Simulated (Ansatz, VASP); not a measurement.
# ZrB: VASP beside Ansatz

The input INCAR:

```
PREC     = Accurate       # precision mode
ENCUT    = 520            # plane-wave cutoff, eV
EDIFF    = 1E-7           # SCF threshold, eV
ISMEAR   = 1              # smearing method
SIGMA    = 0.1            # smearing width, eV
LREAL    = F              # projectors in reciprocal space
LASPH    = T              # aspherical terms in the spheres
NELM     = 60             # most SCF steps
ALGO     = Normal         # electronic algorithm
ISIF     = 2              # what is computed and relaxed
LWAVE    = F              # write WAVECAR
LCHARG   = F              # write CHGCAR
GGA      = PE             # functional
IVDW     = 13             # dispersion correction
NBANDS   = 14             # bands
```

Contents of KPOINTS:

```
Automatic mesh
0
Gamma
  10 10 10
```

The input POSCAR:

```
ZrB
1.0
    0.0000000000      2.4398341341      2.4398341341
    2.4398341341      0.0000000000      2.4398341341
    2.4398341341      2.4398341341      0.0000000000
Zr B
1 1
Direct
    0.5000000000      0.5000000000      0.5000000000
    0.0000000000      0.0000000000      0.0000000000
```

Input for Ansatz:

```yaml
crystal:
  lattice:
    - [0.0, 2.4398341341437653, 2.4398341341437653]
    - [2.4398341341437653, 0.0, 2.4398341341437653]
    - [2.4398341341437653, 2.4398341341437653, 0.0]
  atoms:
    - { symbol: Zr, position: [0.5, 0.5, 0.5] }
    - { symbol: B, position: [0.0, 0.0, 0.0] }
basis:
  ecutwfc: 489.804952427784
kpoints:
  mp_grid:
    grid: [10, 10, 10]
hamiltonian:
  xc: pbe
  dispersion: d4
scf:
  max_iter: 80
  occupations:
    method: cold
    width: 0.1
output:
  stress: true
```

Alike in both runs: task single point; functional PBE; dispersion D4; k mesh 10 × 10 × 10; no spin polarisation.

|  | VASP | Ansatz |
| --- | --- | --- |
| version | VASP 6.6.1 | Ansatz 0.2.0 |
| potentials or method | VASP PAW PBE potentials, release 64 (Zr_sv, B), cutoff 520 eV | plane waves, PAW |
| occupations | methfessel-paxton of order 1, width 0.1 eV | cold, width 0.1 eV |
| valence electrons in the cell | 15 | 15 |

|  | VASP | Ansatz | Ansatz less VASP |
| --- | --- | --- | --- |
| pressure (GPa) | -0.9 | -1.0 | -0.11 |
